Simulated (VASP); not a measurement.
Runs of VASP 6.6.1 on Pt. The structure is that of space group I4/mmm (No. 139), or close to it. The cells are those of the table. 

| cell | gap on the mesh (eV) | pressure (GPa) |
| --- | --- | --- |
| a = 2.951, b = 2.951, c = 2.716 Å, angles 62.6, 62.6, 54.8°, 1 atom | none | (b) |
| a = 2.788, b = 2.788, c = 3.089 Å, angles 56.4, 56.4, 67.3°, 1 atom | none | -23.1 |
| a = 2.827, b = 2.827, c = 2.934 Å, angles 58.7, 58.7, 62.5°, 1 atom | none | -24.7 |
| a = 2.803, b = 2.803, c = 3.010 Å, angles 57.5, 57.5, 65.0°, 1 atom | none | (a) |
| a = 2.648, b = 2.648, c = 2.934 Å, angles 56.4, 56.4, 67.3°, 1 atom | none | 17.8 |

Alike in all rows: task single point; level LDA; potentials or basis VASP PAW LDA potentials, release 64 (Pt); no spin polarisation; k mesh 22 × 22 × 22; cutoff (eV) 520; smearing gaussian 0.15 eV.

**Question.** Fill in the values left out.

**Answer.** (a) -23.9; (b) -22.3.

Caveats: spin-orbit coupling is left out, which moves the levels of the heavy elements; the stress differs along the axes, from -32 to -17 GPa (at least some runs); the stress differs along the axes, from -25 to -20 GPa (at least some runs); the cell stands under tension (at least some runs); the stress differs along the axes, from -26 to -20 GPa (at least some runs); the stress differs along the axes, from 15 to 24 GPa (at least some runs).

A k mesh can miss the band edges, and the runs leave out spin-orbit coupling on Pt.

A gap of «none» marks levels without a gap at the run's occupations.
